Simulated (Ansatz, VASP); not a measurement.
## Cu: VASP beside Ansatz

POSCAR

```
Cu
1.0
    0.0000000000      1.7509782209      1.9260760430
    1.7509782209      0.0000000000      1.9260760430
    1.7509782209      1.7509782209      0.0000000000
Cu
1
Direct
    0.0000000000      0.0000000000      0.0000000000
```

File INCAR.step1:

```
ALGO = Normal
EDIFF = 1E-4
ENCUT = 520
GGA = PE
ISMEAR = 0
LASPH = T
LCHARG = F
LREAL = F
LWAVE = T
NBANDS = 12
NELM = 60
PREC = Accurate
SIGMA = 0.15
```

INCAR.step2

```
ALGO = Normal
EDIFF = 1E-6
ENCUT = 520
ISIF = 2
ISMEAR = 0
ISTART = 1
LASPH = T
LCHARG = F
LMIXTAU = T
LREAL = F
LWAVE = F
METAGGA = R2SCAN
NBANDS = 12
NELM = 60
PREC = Accurate
SIGMA = 0.15
```

KPOINTS

```
k-points
0
Gamma
  24 24 24
```

Input for Ansatz:

```yaml
crystal:
  lattice:
    - [0.0, 1.7509782209, 1.926076043]
    - [1.7509782209, 0.0, 1.926076043]
    - [1.7509782209, 1.7509782209, 0.0]
  atoms:
    - { symbol: Cu, position: [0.0, 0.0, 0.0] }
basis:
  ecutwfc: 500
kpoints:
  mp_grid: { grid: [24, 24, 24] }
hamiltonian:
  xc: r2scan
scf:
  occupations: { method: gaussian, width: 0.15 }
output:
  forces: true
  stress: true
  eigenvalues: true
```

Alike in both runs: task single point; functional r2SCAN; k mesh 24 × 24 × 24; occupations gaussian, width 0.15 eV; no spin polarisation.

|  | VASP | Ansatz |
| --- | --- | --- |
| version | VASP 6.6.1 | Ansatz 0.2.0 |
| potentials or method | VASP PAW PBE potentials, release 64 (Cu), cutoff 520 eV | scalar-relativistic, plane waves, PAW |
| valence electrons in the cell | 11 | 19 |

Ansatz gave:

```
gap on the k mesh at the Fermi level (eV)                     : none
pressure (GPa)                                                : -4.4
traceless stress, the component that is largest in VASP (GPa) : -4.91
```

Task: Which values does VASP return?

Result: gap on the k mesh at the Fermi level (eV): none; pressure (GPa): -3.9; traceless stress, the component that is largest in VASP (GPa): -4.93.

VASP's potentials were made for PBE, not for r2SCAN. A gap of «none» marks a metal or a gap that the smearing closes. With one functional, cell and mesh, what is left measures potentials, basis and numerics. VASP's potentials hold 11 valence electrons a cell and Ansatz's 19, so a difference there can come from the potentials and not from the codes.
